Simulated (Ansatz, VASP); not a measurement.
**One calculation of SrOs, two programs**

The input POSCAR:

```
SrOs
1.0
    3.6665517742      0.0000000000      0.0000000000
    0.0000000000      3.6665517742      0.0000000000
    0.0000000000      0.0000000000      3.6665517742
Sr Os
1 1
Direct
    0.0000000000      0.0000000000      0.0000000000
    0.5000000000      0.5000000000      0.5000000000
```

INCAR.step1

```
SYSTEM = SrOs
  PREC = Accurate
  ENCUT = 520
  ISMEAR = 0
  SIGMA = 0.05
  LREAL = .FALSE.
  LASPH = .TRUE.
  NELM = 60
  NBANDS = 16
  GGA = PE
  ALGO = Normal
  EDIFF = 1E-4
  LWAVE = .TRUE.
  LCHARG = .FALSE.
```

Contents of INCAR.step2:

```
SYSTEM = SrOs
  PREC = Accurate
  ENCUT = 520
  EDIFF = 1E-6
  ISMEAR = 0
  SIGMA = 0.05
  LREAL = .FALSE.
  LASPH = .TRUE.
  NELM = 60
  ALGO = Normal
  ISIF = 2
  LWAVE = .FALSE.
  LCHARG = .FALSE.
  METAGGA = R2SCAN
  LMIXTAU = .TRUE.
  NBANDS = 16
  ISTART = 1
```

Contents of KPOINTS:

```
regular mesh
0
G
  10 10 10
  0 0 0
```

Input for Ansatz:

```yaml
crystal:
  lattice:
    - [3.6665517742, 0.0, 0.0]
    - [0.0, 3.6665517742, 0.0]
    - [0.0, 0.0, 3.6665517742]
  atoms:
    - { symbol: Sr, position: [0.0, 0.0, 0.0] }
    - { symbol: Os, position: [0.5, 0.5, 0.5] }
basis:
  ecutwfc: 500
  ecutrho_ratio: 4
kpoints:
  mp_grid: { grid: [10, 10, 10] }
hamiltonian:
  xc: r2scan
scf:
  occupations: { method: gaussian, width: 0.05 }
output:
  forces: true
  stress: true
  eigenvalues: true
```

Alike in both runs: task single point; functional r2SCAN; k mesh 10 × 10 × 10; occupations gaussian, width 0.05 eV; no spin polarisation.

|  | VASP | Ansatz |
| --- | --- | --- |
| version | VASP 6.6.1 | Ansatz 0.2.0 |
| potentials or method | VASP PAW PBE potentials, release 64 (Sr_sv, Os), cutoff 520 eV | scalar-relativistic, plane waves, PAW |
| valence electrons in the cell | 18 | 26 |

Ansatz gave:

- gap on the k mesh at the Fermi level (eV): none
- pressure (GPa): -4.0

Task: What did VASP give for the same quantities?

Result: gap on the k mesh at the Fermi level (eV): none; pressure (GPa): -3.8.

VASP's potentials were made for PBE, not for r2SCAN. A gap of «none» marks a metal or a gap that the smearing closes. VASP's potentials hold 18 valence electrons a cell and Ansatz's 26, so a difference there can come from the potentials and not from the codes.

Neither program's run includes spin-orbit coupling.
